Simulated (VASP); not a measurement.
**Si3N4: single point with r2SCAN**

The system is Si3N4.

```
CELL_PARAMETERS angstrom
7.56471 0.00000 0.00000
-3.78236 6.55123 0.00000
0.00000 0.00000 2.89429
ATOMIC_POSITIONS crystal
N 0.33330 0.66670 0.25000
N 0.66660 0.33330 0.75000
N 0.33990 0.03570 0.25000
N 0.30420 0.33990 0.75000
N 0.96430 0.30420 0.25000
N 0.66010 0.96430 0.75000
N 0.69580 0.66010 0.25000
N 0.03570 0.69580 0.75000
Si 0.18420 0.77040 0.25000
Si 0.41380 0.18420 0.75000
Si 0.22960 0.41380 0.25000
Si 0.81580 0.22960 0.75000
Si 0.58620 0.81580 0.25000
Si 0.77040 0.58620 0.75000
```

```json
{"Program": "VASP 6.6.1", "Task": "single point", "Functional": "r2SCAN", "Potentials or basis": "VASP PAW PBE potentials, release 64 (N, Si)", "Cutoff": "520 eV", "k mesh": "4 × 4 × 9", "Occupations": "fermi-dirac, width 0.0996 eV", "Spin": "no spin polarisation", "Dipole correction": "no", "Further INCAR settings": "ALGO = Normal; EDIFF = 1e-06; NBANDS = 45"}
```

```yaml
Pressure: 5.2 GPa
Largest_force: 2.417 eV/Å
Band_gap_on_the_k_mesh: 5.07 eV (least direct gap 5.33 eV)
```

Forces in eV/Å, atoms in the order of the input:
```
N    0.019 -0.012  0.000
N    0.019  0.012  0.000
N   -0.371 -0.044  0.000
N   -0.149 -0.340  0.000
N    0.221 -0.298  0.000
N    0.370  0.044  0.000
N    0.145  0.342  0.000
N   -0.226  0.296  0.000
Si  -2.273  0.823  0.000
Si  -1.847 -1.559  0.000
Si   0.423 -2.362  0.000
Si   2.256 -0.816  0.000
Si   1.835  1.550  0.000
Si  -0.423  2.364  0.000
```

Stress tensor (GPa, compression positive):
```
 7.91  0.01  0.00
 0.01  7.88  0.00
 0.00  0.00 -0.06
```

Levels at points of the mesh, in eV from the valence-band top:
```csv
k point,band 29,band 30,band 31,band 32,band 33,band 34,band 35,band 36
"(0.00, 0.00, 0.00)",-1.48,-1.09,-0.84,-0.26,5.07,5.41,5.79,5.79
"(0.50, 0.00, 0.00)",-1.24,-0.97,-0.90,-0.69,5.29,5.52,5.65,6.10
"(0.00, 0.50, 0.00)",-1.24,-0.97,-0.90,-0.70,5.29,5.52,5.65,6.10
"(0.50, 0.50, 0.00)",-1.24,-0.97,-0.90,-0.69,5.29,5.52,5.65,6.10
```

Run time: 7 min on 1 thread of Intel(R) Xeon(R) 6975P-C (Granite Rapids) (shared host), peak memory 0.42 GiB.

Caveat: the cell stands under pressure; the PAW data sets were made with another functional, which shifts forces and pressure a little; an odd mesh through Γ misses points on the zone boundary, where band edges can lie.
